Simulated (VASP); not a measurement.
# MoC15 (F-43m) in VASP: a series of runs, part 3 of 3

VASP 6.6.1. Earlier steps stand in the parts before.

### Step 7. Single point, PBEsol+U, collinear spin

File INCAR:

```
PREC = Accurate ; ENCUT = 600
EDIFF = 1E-6 ; ISMEAR = 0
SIGMA = 0.05 ; LREAL = False
LASPH = True ; NELM = 200
ALGO = Normal ; ISIF = 2
LWAVE = False ; LCHARG = True
ISPIN = 2 ; MAGMOM = 0.7 0.04 0.04 0.04 0.04 0.04 0.04 0 0 0 0 0 0 0 0 0
LORBIT = 11 ; NUPDOWN = 1.8
LMAXMIX = 4 ; LDAU = True
LDAUTYPE = 2 ; LDAUL = 2 -1
LDAUU = 2 0 ; LDAUJ = 0 0
LDAUPRINT = 1 ; GGA = PS
LELF = True ; LVHAR = True
NBANDS = 55 ; GGA_COMPAT = False
```

File KPOINTS:

```
regular mesh
0
Gamma
  4 4 4
```

File POSCAR:

```
MoC15
1.0
    0.0000000000      3.5668800000      3.5668800000
    3.5668800000      0.0000000000      3.5668800000
    3.5668800000      3.5668800000      0.0000000000
Mo C
1 15
Direct
    1.0000000000      0.0000000000      0.0000000000
    0.0011991179      0.0011991179      0.4988008821
    0.0011991179      0.4988008821      0.0011991179
    0.0011991179      0.4988008821      0.4988008821
    0.4988008821      0.0011991179      0.0011991179
    0.4988008821      0.0011991179      0.4988008821
    0.4988008821      0.4988008821      0.0011991179
    0.5000000000      0.5000000000      0.5000000000
    0.1435774638      0.1435774638      0.1435774638
    0.1435774638      0.1435774638      0.5692676086
    0.1435774638      0.5692676086      0.1435774638
    0.1272634341      0.6242455220      0.6242455220
    0.5692676086      0.1435774638      0.1435774638
    0.6242455220      0.1272634341      0.6242455220
    0.6242455220      0.6242455220      0.1272634341
    0.6242455220      0.6242455220      0.6242455220
```

Potentials or basis: VASP PAW PBE potentials, release 64 (Mo_sv, C).

Launch:

```
> cat potpaw_PBE.64/Mo_sv/POTCAR potpaw_PBE.64/C/POTCAR > POTCAR
> mpirun -np 1 vasp_std > vasp.out
```

OUTCAR:

```text
PREC = Accurate
   ENCUT = 600
   EDIFF = 1E-6
   ISMEAR = 0
   LREAL = False
   LASPH = True
   NELM = 200
   ISIF = 2
   ISPIN = 2
   LORBIT = 11
   NUPDOWN = 1.8
   GGA = PS

 ion  position               nearest neighbor table
   1  0.000  0.000  0.000-  10 1.77  11 1.77  13 1.77   9 1.77   2 2.52   2 2.52   7 2.52   7 2.52
                             4 2.52   6 2.52   3 2.52   4 2.52   5 2.52   5 2.52   6 2.52   3 2.52
   2  0.001  0.001  0.499-   9 1.48  10 1.48  12 1.55  14 1.55   1 2.52   1 2.52
   3  0.001  0.499  0.001-   9 1.48  11 1.48  12 1.55  15 1.55   1 2.52   1 2.52
   4  0.001  0.499  0.499-  11 1.48  10 1.48  16 1.55  12 1.55   1 2.52   1 2.52
   5  0.499  0.001  0.001-   9 1.48  13 1.48  14 1.55  15 1.55   1 2.52   1 2.52
   6  0.499  0.001  0.499-  13 1.48  10 1.48  16 1.55  14 1.55   1 2.52   1 2.52
   7  0.499  0.499  0.001-  11 1.48  13 1.48  16 1.55  15 1.55   1 2.52   1 2.52
   8  0.500  0.500  0.500-  12 1.54  14 1.54  15 1.54  16 1.54
   9  0.144  0.144  0.144-   2 1.48   3 1.48   5 1.48   1 1.77
[... 1135 lines left out ...]
 -----------------------------------------------------------------------------------
    total drift:                               -0.000001     -0.000001     -0.000001

  FREE ENERGIE OF THE ION-ELECTRON SYSTEM (eV)
  ---------------------------------------------------
  free  energy   TOTEN  =      -138.5531118230 eV

  energy  without entropy=     -138.5502497091  energy(sigma->0) =     -138.55168077

 total charge

# of ion       s       p       d       tot
------------------------------------------
    1        2.611   6.307   5.483  14.400
    2        0.832   1.789   0.000   2.621
    3        0.832   1.789   0.000   2.621
    4        0.832   1.789   0.000   2.621
    5        0.832   1.789   0.000   2.621
    6        0.832   1.789   0.000   2.621
[... 8 lines left out ...]
   15        0.826   1.725   0.000   2.551
   16        0.826   1.725   0.000   2.551
--------------------------------------------------
tot         15.183  33.361   5.483  54.027

 magnetization (x)

# of ion       s       p       d       tot
------------------------------------------
    1        0.018   0.013   1.360   1.390
    2        0.010   0.031   0.000   0.041
    3        0.010   0.031   0.000   0.041
    4        0.010   0.031   0.000   0.041
    5        0.010   0.031   0.000   0.041
    6        0.010   0.031   0.000   0.041
[... 8 lines left out ...]
   15       -0.001  -0.003   0.000  -0.004
   16       -0.001  -0.003   0.000  -0.004
--------------------------------------------------
tot          0.066   0.182   1.360   1.608
```

OSZICAR:

```text
N       E                     dE             d eps       ncg     rms          rms(c)
DAV:   1     0.374294823501E+03    0.37429E+03   -0.43213E+04  1760   0.150E+03
DAV:   2    -0.122880292198E+03   -0.49718E+03   -0.47273E+03  2118   0.338E+02
DAV:   3    -0.145946855056E+03   -0.23067E+02   -0.22782E+02  2184   0.668E+01
DAV:   4    -0.146274226031E+03   -0.32737E+00   -0.32617E+00  2209   0.789E+00
DAV:   5    -0.146279361563E+03   -0.51355E-02   -0.51325E-02  2186   0.922E-01    0.601E+01
DAV:   6    -0.139924981312E+03    0.63544E+01   -0.15266E+01  2030   0.166E+01    0.250E+01
DAV:   7    -0.138605262903E+03    0.13197E+01   -0.56271E+00  2089   0.111E+01    0.177E+01
DAV:   8    -0.138575214346E+03    0.30049E-01   -0.67866E-01  2122   0.330E+00    0.682E+00
DAV:   9    -0.138571455146E+03    0.37592E-02   -0.39341E-02  2096   0.959E-01    0.235E+00
DAV:  10    -0.138552885557E+03    0.18570E-01   -0.43150E-02  2112   0.979E-01    0.620E-01
DAV:  11    -0.138553141561E+03   -0.25600E-03   -0.58919E-03  2048   0.346E-01    0.234E-01
DAV:  12    -0.138553088934E+03    0.52627E-04   -0.69615E-04  2176   0.131E-01    0.789E-02
DAV:  13    -0.138553105458E+03   -0.16524E-04   -0.14311E-04  2096   0.526E-02    0.369E-02
DAV:  14    -0.138553111158E+03   -0.57006E-05   -0.50565E-06  2032   0.108E-02    0.163E-02
DAV:  15    -0.138553111823E+03   -0.66483E-06   -0.81830E-07  1232   0.461E-03
   1 F= -.13855311E+03 E0= -.13855168E+03  d E =-.286211E-02  mag=     1.8000
```

stdout:

```text
POSCAR found type information on POSCAR MoC
 POSCAR found :  2 types and      16 ions
 scaLAPACK will be used
 -----------------------------------------------------------------------------
|                                                                             |
|                                                                             |
|     You enforced a specific xc type in the INCAR file but a different       |
|     I HOPE YOU KNOW WHAT YOU ARE DOING!                                     |
|                                                                             |
 -----------------------------------------------------------------------------

 LDA part: xc-table for (Slater+PW92), standard interpolation
 POSCAR, INCAR and KPOINTS ok, starting setup
 FFT: planning ... GRIDC
 FFT: planning ... GRID_SOFT
 FFT: planning ... GRID
 WAVECAR not read
 entering main loop
```

Wall time 3.4 min (1 thread of Intel Xeon 8259CL, shared host); peak memory 0.33 GiB.

What came out:

* Free energy: -138.5531 eV
* Pressure: 73.0 GPa
* Largest force: 0.158 eV/Å
* Net moment: 1.80 μB per cell
* Site moments: Mo +1.39; C +0.04, +0.00, -0.00 (each value once) μB
* Valence electrons inside the program's atomic spheres: Mo 14.40; C 2.62, 2.58, 2.78, 2.55 (each value once)

Forces on the atoms (eV/Å):
```
Mo   0.000  0.000  0.000
C    0.000  0.000  0.158
C    0.000  0.158  0.000
C   -0.158  0.000  0.000
C    0.158  0.000  0.000
C    0.000 -0.158  0.000
C    0.000  0.000 -0.158
C    0.000  0.000  0.000
C   -0.024 -0.024 -0.024
C    0.024  0.024 -0.024
C    0.024 -0.024  0.024
C    0.002 -0.002 -0.002
C   -0.024  0.024  0.024
C   -0.002  0.002 -0.002
C   -0.002 -0.002  0.002
C    0.002  0.002  0.002
```

Eigenvalues of the final occupation matrices:
```csv
site,spin,trace,eigenvalues
site 1 d,1,3.48,0.63 0.63 0.63 0.79 0.79
site 1 d,2,2.11,0.18 0.18 0.59 0.59 0.59
```

Caveat: the k points lie up to 0.38 Å⁻¹ apart; the PAW data sets were made with another functional, which shifts forces and pressure a little; the total moment is fixed, so each spin has its own Fermi level; the U is typed as a test and isn't derived for this compound.

### Step 8. The runs side by side

```tsv
spin	fixed moment (μB)	pressure (GPa)	moment (μB)	largest force (eV/Å)
collinear	-	71.1	0.88	0.34
collinear	2.0	73.7	2.00	0.27
collinear	1.0	71.3	1.00	0.31
collinear, zero start	0.0	70.6	0.00	0.39
collinear	1.8	73.0	1.80	0.16
```

Alike in all rows: task single point; level PBEsol+U; potentials or basis VASP PAW PBE potentials, release 64 (Mo_sv, C); Mo d U = 2.0 eV; cell as given; k mesh 4 × 4 × 4; cutoff (eV) 600; smearing gaussian 0.05 eV.

Caveats: all runs use coarse meshes; the PAW data sets were made with another functional, which shifts forces and pressure a little; the U is typed as a test and isn't derived for this compound; the total moment is fixed, so each spin has its own Fermi level (at least some runs); the moment is held away from its start (at least some runs).

Total energies depend on the potentials used, so only differences within one code and one set of settings carry meaning.
